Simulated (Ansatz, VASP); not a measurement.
# Mn3Sn in VASP and in Ansatz

```
Mn Sn
1.0
     0.00000    3.06627    3.06627
     3.06627    0.00000    3.06627
     3.06627    3.06627    0.00000
Mn Sn
3 1
Direct
  0.75000 0.75000 0.75000
  0.25000 0.25000 0.25000
  0.50000 0.50000 0.50000
  0.00000 0.00000 0.00000
```

Alike in both runs: functional PBE; k mesh 12 × 12 × 12; occupations gaussian, width 0.1 eV; collinear spin.

Ansatz relaxed the structure, and its values are those at the end. VASP's run is a single point on that final structure, the one shown.

```csv
,VASP,Ansatz
version,VASP 6.6.1,Ansatz 0.2.0
potentials or method,"VASP PAW PBE potentials, release 64 (Mn_pv, Sn_d), cutoff 520 eV","scalar-relativistic, plane waves, PAW"
valence electrons in the cell,53,59
```

|  | VASP | Ansatz | Ansatz less VASP |
| --- | --- | --- | --- |
| gap on the k mesh at the Fermi level (eV) | none | none | - |
| pressure (GPa) | 0.1 | 0.0 | -0.09 |
| net moment per atom (μB) | 1.79 | 1.78 | -0.004 |
| size of the moment on the site where the two differ most (μB) | 0.12 | 0.06 | -0.054 |

Site moments also hang on the region over which each program counts them. A gap of «none» marks a metal or a gap that the smearing closes. VASP's potentials hold 53 valence electrons a cell and Ansatz's 59, so a difference there can come from the potentials and not from the codes.
